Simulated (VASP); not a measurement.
KBr:

```xyz
4
Lattice="4.5593 0.0000 0.0000 -2.2796 3.9485 0.0000 0.0000 0.0000 8.4419" Properties=species:S:1:pos:R:3 pbc="T T T"
K     0.0000    0.0000    0.0000
K     0.0000    0.0000    4.2210
Br    0.0000    2.6323    2.1105
Br    2.2796    1.3162    6.3314
```

This cell differs from its parent crystal: uniaxial z strain +5.3%.

Base run:

```yaml
Program: VASP 6.6.1
Functional: r2SCAN
Potentials_or_basis: VASP PAW PBE potentials, release 64 (K_sv, Br)
Cutoff: 520 eV
k_mesh: 6 × 6 × 4
Occupations: gaussian, width 0.01 eV
Spin: no spin polarisation
```

Its results: band gap on the k mesh 4.74 eV; pressure -0.8 GPa.

Q: The run is repeated on the same cell with these changes: functional from r2SCAN to PBE; occupations from gaussian, width 0.01 eV to fermi-dirac, width 0.02 eV. What comes out?

A: Band gap on the k mesh 4.11 eV; pressure -0.1 GPa.

Caveats: the PAW data sets were made with another functional, which shifts forces and pressure a little (at least some runs).

A k mesh can miss the band edges.
